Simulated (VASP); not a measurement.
A run of VASP 6.6.1:

The input INCAR:

```
  ALGO = Normal
  EDIFF = 1E-6
  ENCUT = 520
  GGA = PE
  ISIF = 2
  ISMEAR = 0
  LASPH = True
  LCHARG = False
  LREAL = False
  LWAVE = False
  NBANDS = 26
  NELM = 60
  PREC = Accurate
  SIGMA = 0.05
```

File KPOINTS:

```
k-points
0
Gamma
  9 9 4
```

Contents of POSCAR:

```
ZnS
1.0
    3.9350570224      0.0000000000      0.0000000000
   -1.9675285112      3.4078593468      0.0000000000
    0.0000000000      0.0000000000      6.0202437386
Zn S
2 2
Direct
    0.3333333333      0.6666666667      0.0052003725
    0.6666666667      0.3333333333      0.5052003725
    0.3333333333      0.6666666667      0.4062443104
    0.6666666667      0.3333333333      0.9062443104
```

Potentials or basis: VASP PAW PBE potentials, release 64 (Zn, S).

Command:

```bash
$ cat potpaw_PBE.64/Zn/POTCAR potpaw_PBE.64/S/POTCAR > POTCAR
$ mpirun -np 1 vasp_std > vasp.out
```

Hardware: 1 thread of Intel(R) Xeon(R) Platinum 8259CL CPU @ 2.50GHz (Skylake/Cascade Lake) (shared host).

Task: How long does it take, and how much memory?

Result: Wall time 57 s on 1 thread of Intel(R) Xeon(R) Platinum 8259CL CPU @ 2.50GHz (Skylake/Cascade Lake) (shared host), peak memory 0.22 GiB. Counts: scf iterations 14, k points 36.
